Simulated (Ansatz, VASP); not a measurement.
One calculation of CaO, two programs

```
Ca O
1.0
     0.00000    2.48698    2.48698
     2.48698    0.00000    2.48698
     2.48698    2.48698    0.00000
Ca O
1 1
Cartesian
  0.0000 0.0000 0.0000
  2.4870 2.4870 2.4870
```

Change from the starting cell: hydrostatic strain +3.7%.

Alike in both runs: task single point; functional HSE06; k mesh 6 × 6 × 6; no spin polarisation.

|  | VASP | Ansatz |
| --- | --- | --- |
| version | VASP 6.6.1 | Ansatz 0.2.0 |
| potentials or method | VASP PAW PBE potentials, release 64 (Ca_sv, O) | plane waves, PAW |
| plane-wave cutoff (eV) | 520 | 420 |
| occupations | gaussian, width 0.01 eV | fixed |
| valence electrons in the cell | 16 | 16 |

```tsv
	VASP	Ansatz	Ansatz less VASP
gap on the k mesh at the Fermi level (eV)	5.27	5.29	+0.013
pressure (GPa)	-9.4	-9.8	-0.45
```

Ansatz's warnings: stress exchange threshold loose, stress scf threshold loose.
